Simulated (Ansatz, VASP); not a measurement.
One calculation of Hf, two programs

```
Hf
1.0
     3.19238    0.00000    0.00000
    -1.59619    2.76469    0.00000
     0.00000    0.00000    5.04504
Hf
2
Direct
  0.33333 0.66667 0.25000
  0.66667 0.33333 0.75000
```

Alike in both runs: task single point; functional r2SCAN; k mesh 6 × 6 × 4; occupations gaussian, width 0.1 eV; no spin polarisation.

|  | VASP | Ansatz |
| --- | --- | --- |
| version | VASP 6.6.1 | Ansatz 0.2.0 |
| potentials or method | VASP PAW PBE potentials, release 64 (Hf_pv), cutoff 520 eV | scalar-relativistic, plane waves, PAW |
| valence electrons in the cell | 20 | 52 |

|  | VASP | Ansatz | Ansatz less VASP |
| --- | --- | --- | --- |
| gap on the k mesh at the Fermi level (eV) | none | none | - |
| pressure (GPa) | 0.3 | 0.9 | +0.56 |
| traceless stress, the component that is largest in VASP (GPa) | 0.62 | 0.73 | +0.110 |

VASP's potentials were made for PBE, not for r2SCAN. A gap of «none» marks a metal or a gap that the smearing closes. VASP's potentials hold 20 valence electrons a cell and Ansatz's 52, so a difference there can come from the potentials and not from the codes.

The k mesh is coarse, so the values compare programs but aren't converged. Spin-orbit coupling is off throughout.
